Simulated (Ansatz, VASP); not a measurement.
# One calculation of SiC, two programs

File POSCAR:

```
SiC
1.0
    0.0000000000      1.8051779820      1.8051779820
    1.8051779820      0.0000000000      1.8051779820
    1.8051779820      1.8051779820      0.0000000000
Si C
1 1
Direct
    0.0000000000      0.0000000000      0.0000000000
    0.5000000000      0.5000000000      0.5000000000
```

The input INCAR.step1:

```
SYSTEM = SiC
ALGO = Normal ; EDIFF = 1E-5
ENCUT = 660 ; GGA = PE
GGA_COMPAT = .FALSE. ; ISMEAR = -1
LASPH = .TRUE. ; LCHARG = .FALSE.
LREAL = .FALSE. ; LWAVE = .TRUE.
NBANDS = 11 ; NELM = 120
PREC = Accurate ; SIGMA = 0.1
```

The input INCAR.step2:

```
SYSTEM = SiC
ALGO = Normal ; EDIFF = 1E-6
ENCUT = 660 ; GGA_COMPAT = .FALSE.
ISIF = 2 ; ISMEAR = -1
ISTART = 1 ; LASPH = .TRUE.
LCHARG = .FALSE. ; LMIXTAU = .TRUE.
LREAL = .FALSE. ; LWAVE = .FALSE.
METAGGA = R2SCAN ; NBANDS = 11
NELM = 120 ; PREC = Accurate
SIGMA = 0.1
```

The input KPOINTS:

```
k-points
0
G
  17 17 17
  0 0 0
```

Input for Ansatz:

```yaml
crystal:
  lattice:
    - [0.0, 1.805177982, 1.805177982]
    - [1.805177982, 0.0, 1.805177982]
    - [1.805177982, 1.805177982, 0.0]
  atoms:
    - { symbol: Si, position: [0.0, 0.0, 0.0] }
    - { symbol: C, position: [0.5, 0.5, 0.5] }
kpoints:
  mp_grid: { grid: [17, 17, 17] }
scf:
  occupations: { method: fermi_dirac, width: 0.1 }
hamiltonian:
  xc: r2scan
  pseudopotentials: { kind: paw }
output:
  forces: true
  stress: true
  eigenvalues: true
  populations: true
```

Change from the starting cell: volume scaled by 0.72, PAW files.

Alike in both runs: task single point; functional r2SCAN; k mesh 17 × 17 × 17; occupations fermi-dirac, width 0.1 eV; no spin polarisation.

|  | VASP | Ansatz |
| --- | --- | --- |
| version | VASP 6.6.1 | Ansatz 0.2.0 |
| potentials or method | VASP PAW PBE potentials, release 64 (Si, C) | PAW with Ansatz's default frozen-core files, scalar-relativistic |
| plane-wave cutoff (eV) | 660 | 500 |
| valence electrons in the cell | 8 | 8 |

|  | VASP | Ansatz | Ansatz less VASP |
| --- | --- | --- | --- |
| pressure (GPa) | 176.7 | 176.7 | -0.05 |

VASP's potentials were made for PBE, not for r2SCAN. Both programs put the cell under a high pressure, so it lies far from rest at this level.

Noted on VASP's run: the cell as given lies far from equilibrium.
